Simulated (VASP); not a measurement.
# Pt (Fmmm) in VASP: notebook

The runs below take Pt through single point, with PBE.

All numbers are computed with VASP 6.6.1; they aren't measurements. Logs are shortened: lines on timing, memory, paths and dates and some standing lists are left out, and cuts for length are marked.

## 1. The cell of the first run

It takes space group Fmmm (No. 69, orthorhombic). Conventional cell: a = 3.168 Å, b = 4.470 Å, c = 4.492 Å, α = 90.00°, β = 90.00°, γ = 90.00°. Within 3.6 Å of Pt (site symmetry mmm) lie 14 Pt at 2.74 to 3.17 Å.

This isn't the form of Pt at room conditions, which is fcc.

## 2. Single point, PBE (strain +0.0050 x Voigt [0, 0, 0, 0, 0, 1])

Input file INCAR:

```
PREC = Accurate
ENCUT = 520
EDIFF = 1E-7
ISMEAR = 0
SIGMA = 0.15
LREAL = False
LASPH = True
NELM = 100
ALGO = Fast
ISIF = 2
LWAVE = False
LCHARG = False
GGA = PE
NBANDS = 11
```

Input file KPOINTS:

```
Automatic mesh
0
Gamma
  22 22 22
```

Input file POSCAR:

```
Pt
1.0
   -1.5802594500      1.5802594500      1.5842200000
    1.5802594500     -1.5802594500      1.5842200000
    1.5881805500      1.5881805500     -1.5842200000
Pt
1
Direct
    0.0000000000      0.0000000000      0.0000000000
```

Potentials or basis: VASP PAW PBE potentials, release 64 (Pt).

Command:

```
> cat potpaw_PBE.64/Pt/POTCAR > POTCAR
> mpirun -np 1 vasp_std > vasp.out
```

OUTCAR:

```text
PREC = Accurate
   ENCUT = 520
   EDIFF = 1E-7
   ISMEAR = 0
   LREAL = False
   LASPH = True
   NELM = 100
   ISIF = 2
   GGA = PE

 ion  position               nearest neighbor table
   1  0.000  0.000  0.000-

  LATTYP: Found a face centered orthorhombic cell.
 ALAT       =     3.1684400000
 B/A-ratio  =     1.4106780285
 C/A-ratio  =     1.4177490963

  Lattice vectors:

 A1 = (   3.1684400000,   0.0079211000,   0.0000000000)
 A2 = (   1.5881805500,   1.5881805500,   1.5842200000)
 A3 = (   1.5802594500,  -1.5802594500,   1.5842200000)

Analysis of symmetry for initial positions (statically):
=====================================================================
 Subroutine PRICEL returns:
 Original cell was already a primitive cell.

 Routine SETGRP: Setting up the symmetry group for a
 face centered orthorhombic supercell.

 Subroutine GETGRP returns: Found  8 space group operations
 (whereof  8 operations were pure point group operations)
 out of a pool of  8 trial point group operations.

The static configuration has the point symmetry D_2h.

Analysis of symmetry for dynamics (positions and initial velocities):
=====================================================================
 Subroutine PRICEL returns:
 Original cell was already a primitive cell.

 Routine SETGRP: Setting up the symmetry group for a
 face centered orthorhombic supercell.

 Subroutine GETGRP returns: Found  8 space group operations
 (whereof  8 operations were pure point group operations)
 out of a pool of  8 trial point group operations.

The dynamic configuration has the point symmetry D_2h.

 Subroutine INISYM returns: Found  8 space group operations
 (whereof  8 operations are pure point group operations),
 and found     1 'primitive' translations

----------------------------------------------------------------------------------------

                                     Primitive cell

  volume of cell :      15.9039

  direct lattice vectors                    reciprocal lattice vectors
    -1.580259450  1.580259450  1.584220000    -0.000789037  0.315614703  0.315612731
     1.580259450 -1.580259450  1.584220000     0.315614703 -0.000789037  0.315612731
     1.588180550  1.588180550 -1.584220000     0.314825666  0.314825666  0.000000000

  length of vectors
     2.739378190  2.739378190  2.748524682     0.446345896  0.446345896  0.445230727

  position of ions in fractional coordinates (direct lattice)
     0.000000000  0.000000000  0.000000000

  ion indices of the primitive-cell ions
   primitive index   ion index
                 1           1
[... 75 lines left out ...]
   NSW    =      0    number of steps for IOM
   IBRION =     -1    ionic relax: 0-MD 1-quasi-New 2-CG
   NFREE  =      0    steps in history (QN), initial steepest desc. (CG)
   ISIF   =      2    stress and relaxation
   ISYM   =      2    0-nonsym 1-usesym 2-fastsym
   POTIM  = 0.5000    time-step for ionic-motion
   TEBEG  =    0.0;   TEEND  =   0.0 temperature during run
   PSTRESS=    0.0 pullay stress
   NELECT =      10.0000    total number of electrons
   NUPDOWN=      -1.0000    fix difference up-down
   EMIN   =  10.00;   EMAX   =-10.00  energy-range for DOS
   EFERMI =   0.00;   METHOD = LEGACY
   ISMEAR =     0;   SIGMA  =   0.15  broadening in eV -4-tet -1-fermi 0-gaus
   EFERMI_NEDOS =   21; number of points for ismear=-14 and -15
   IALGO  =     68    algorithm
   IMIX   =      4    mixing-type and parameters
     AMIX     =   0.40;   BMIX     =  1.00
     AMIX_MAG =   1.60;   BMIX_MAG =  1.00
  volume/ion in A,a.u.               =      15.90       107.32
  Fermi-wavevector in a.u.,A,eV,Ry     =   1.402513  2.650365 26.763243  1.967043
  Thomas-Fermi vector in A             =   2.525267
   LORBIT       =      0    0 simple, 1 ext, 2 COOP (PROOUT), +10 PAW based schemes
   GGA     = PE    functional components
   LHFCALC =     F    Hartree Fock is set to
   AEXX    =    0.0000 exact exchange contribution
   IVDW    =     0    specifies the selected vdW correction
   LEPSILON=     F    determine dielectric tensor
   LRPA    =     F    only Hartree local field effects (RPA)
 non-spin polarized calculation
 RMM-DIIS sequential band-by-band and
 Gauss-broadening in eV      SIGMA  =   0.15
  energy-cutoff  :      520.00
  volume of cell :       15.90
 maximum number of plane-waves:       442
   NGX = 11   NGY = 11   NGZ = 11

 number of electron      10.0000000 magnetization

 Free energy of the ion-electron system (eV)
  ---------------------------------------------------
  ext. energy  EPLUGINS =         0.00000000
  ---------------------------------------------------
  free energy    TOTEN  =        -6.00596367 eV

  energy without entropy =       -5.99274916  energy(sigma->0) =       -5.99935642

 E-fermi :  10.0629     XC(G=0): -13.1649

 val. band max:       10.0619027398   @ k =  -0.0909   0.3636   0.1818
 cond. band min:      10.0649668289   @ k =  -0.3182  -0.3636   0.1818
 fundamental gap:      0.0030640891
 Fermi energy:        10.0629028138

 k-point     1 :       0.0000    0.0000    0.0000
  band No.  band energies     occupation
      1       0.6545      2.00000
      2       6.6051      2.00000
      3       6.6403      2.00000
      4       6.6762      2.00000
      5       9.0968      2.00000
      6       9.0972      2.00000
      7      27.1397      0.00000
      8      27.1837      0.00000
      9      27.2269      0.00000
     10      37.1369      0.00000
     11      37.1492      0.00000
[... 309 lines left out ...]
 k-point    24 :      -0.4545    0.0455    0.0000
  band No.  band energies     occupation
      1       3.6523      2.00000
      2       5.3067      2.00000
      3       8.6837      2.00000
      4       9.1373      2.00000
      5       9.7140      1.99900
      6      11.1182      0.00000
      7      17.4336      0.00000
      8      23.6245      0.00000
      9      26.1803      0.00000
     10      34.0040      0.00000
     11      34.4724      0.00000

 [... further k-points ...]
[... 5 lines left out ...]
  --------------------------------------------------------------------------------------
  -------------------------------------------------------------------------------------
  Total       -0.1458326     -0.1458326     -0.1453876     -0.0734534      0.0000000      0.0000000
  in kB      -14.6913374    -14.6913374    -14.6465100     -7.3997796      0.0000000      0.0000000
  external PRESSURE =     -14.6763949 kB  Pullay stress =       0.0000000 kB

 VOLUME and BASIS-vectors are now :
 -----------------------------------------------------------------------------
  energy-cutoff  :      520.00
  volume of cell :       15.90
      direct lattice vectors                 reciprocal lattice vectors
    -1.580259450  1.580259450  1.584220000    -0.000789037  0.315614703  0.315612731
     1.580259450 -1.580259450  1.584220000     0.315614703 -0.000789037  0.315612731
     1.588180550  1.588180550 -1.584220000     0.314825666  0.314825666  0.000000000

 POSITION                                       TOTAL-FORCE (eV/Angst)
 -----------------------------------------------------------------------------------
      0.00000      0.00000      0.00000        -0.000000     -0.000000     -0.000000
 -----------------------------------------------------------------------------------
    total drift:                                0.000000     -0.000000      0.000000

  FREE ENERGIE OF THE ION-ELECTRON SYSTEM (eV)
  ---------------------------------------------------
  free  energy   TOTEN  =        -6.0059636699 eV

  energy  without entropy=       -5.9927491639  energy(sigma->0) =       -5.99935642
```

Wall time 5.1 min (1 thread of Intel Xeon 8259CL, shared host); peak memory 0.36 GiB.

What came out:

| Quantity | Value |
| --- | --- |
| Free energy | -6.0060 eV |
| Pressure | -1.5 GPa |
| Band gap on the k mesh | zero (bands 5 and 6 overlap by 2.14 eV) |

Caveat: the cell differs from its parent crystal (strain +0.0050 x Voigt [0, 0, 0, 0, 0, 1]); spin-orbit coupling is left out, which moves the levels of the heavy elements.

## 3. Single point, PBE (strain +0.0175 x Voigt [0, 0, 0, 0, 0, 1])

Input file INCAR:

```
SYSTEM = Pt
PREC = Accurate ; ENCUT = 520
EDIFF = 1E-7 ; ISMEAR = 0
SIGMA = 0.15 ; LREAL = .False.
LASPH = .True. ; NELM = 100
ALGO = Fast ; ISIF = 2
LWAVE = .False. ; LCHARG = .False.
GGA = PE ; NBANDS = 11
```

Input file KPOINTS:

```
regular mesh
0
Gamma
  22 22 22
  0 0 0
```

Input file POSCAR:

```
Pt
1.0
   -1.5703580750      1.5703580750      1.5842200000
    1.5703580750     -1.5703580750      1.5842200000
    1.5980819250      1.5980819250     -1.5842200000
Pt
1
Direct
    0.0000000000      0.0000000000      0.0000000000
```

Potentials or basis: VASP PAW PBE potentials, release 64 (Pt).

Command:

```
> cat potpaw_PBE.64/Pt/POTCAR > POTCAR
> mpirun -np 1 vasp_std > vasp.out
```

It took 4.9 min on 1 thread of Intel Xeon 8259CL, shared host; peak memory 0.37 GiB.

Results (log left out):

| Property | Result |
| --- | --- |
| Free energy | -6.0039 eV |
| Pressure | -1.4 GPa |
| Band gap on the k mesh | zero (bands 5 and 6 overlap by 2.20 eV) |

Stress tensor (GPa, compression positive):
```
-1.39 -2.59  0.00
-2.59 -1.39  0.00
 0.00  0.00 -1.33
```

Levels at points of the mesh, in eV from the Fermi level:
```csv
k point,band 2,band 3,band 4,band 5,band 6,band 7,band 8,band 9
"(0.00, 0.00, 0.00)",-3.55,-3.43,-3.30,-0.97,-0.96,16.96,17.12,17.27
"(0.50, 0.00, 0.00)",-4.83,-1.14,-0.65,0.31,1.05,6.26,13.27,15.84
"(0.50, 0.50, 0.00)",-4.77,-1.21,-0.74,0.43,1.13,6.48,13.18,15.69
"(0.00, 0.00, 0.50)",-4.89,-1.08,-0.57,0.19,0.98,6.05,13.39,15.95
"(0.50, 0.50, 0.50)",-5.99,0.42,0.54,0.65,7.67,7.67,7.68,12.71
```

Caveat: the cell differs from its parent crystal (strain +0.0175 x Voigt [0, 0, 0, 0, 0, 1]); spin-orbit coupling is left out, which moves the levels of the heavy elements.

## 4. Single point, PBE (strain +0.0125 x Voigt [0, 0, 0, 0, 0, 1])

Input file INCAR:

```
SYSTEM = Pt
PREC     = Accurate       ! precision mode
ENCUT    = 520            ! plane-wave cutoff, eV
EDIFF    = 1E-6           ! SCF threshold, eV
ISMEAR   = 0              ! smearing method
SIGMA    = 0.15           ! smearing width, eV
LREAL    = .FALSE.        ! projectors in reciprocal space
LASPH    = .TRUE.         ! aspherical terms in the spheres
NELM     = 80             ! most SCF steps
ALGO     = Fast           ! electronic algorithm
ISIF     = 2              ! what is computed and relaxed
LWAVE    = .FALSE.        ! write WAVECAR
LCHARG   = .TRUE.         ! write CHGCAR
GGA      = PE             ! functional
LELF     = .TRUE.         ! ELF
LVHAR    = .TRUE.       
NBANDS   = 11             ! bands
```

Input file KPOINTS:

```
regular mesh
0
G
  22 22 22
  0 0 0
```

Input file POSCAR:

```
Pt
1.0
   -1.5743186250      1.5743186250      1.5842200000
    1.5743186250     -1.5743186250      1.5842200000
    1.5941213750      1.5941213750     -1.5842200000
Pt
1
Direct
    0.0000000000      0.0000000000      0.0000000000
```

Command:

```
> cat potpaw_PBE.64/Pt/POTCAR > POTCAR
> mpirun -np 1 vasp_std > vasp.out
```

It took 2.9 min on 1 thread of Intel Xeon 8259CL, shared host; peak memory 0.36 GiB.

Results (log left out):

- Free energy: -6.0050 eV
- Pressure: -1.4 GPa
- Band gap on the k mesh: zero (bands 5 and 6 overlap by 2.18 eV)

Stress tensor (GPa, compression positive):
```
-1.44 -1.85  0.00
-1.85 -1.44  0.00
 0.00  0.00 -1.41
```

Levels at points of the mesh, in eV from the Fermi level:
```
           k point  band 3  band 4  band 5  band 6  band 7  band 8
(0.00, 0.00, 0.00)   -3.43   -3.33   -0.97   -0.96   17.01   17.12
(0.50, 0.00, 0.00)   -1.14   -0.65    0.31    1.05    6.26   13.28
(0.50, 0.50, 0.00)   -1.19   -0.71    0.40    1.10    6.41   13.21
(0.00, 0.00, 0.50)   -1.10   -0.59    0.22    1.00    6.11   13.36
(0.50, 0.50, 0.50)    0.46    0.54    0.62    7.67    7.67    7.68
```

Caveat: the cell differs from its parent crystal (strain +0.0125 x Voigt [0, 0, 0, 0, 0, 1]); spin-orbit coupling is left out, which moves the levels of the heavy elements.

(Part 1 of 2 ends here.)
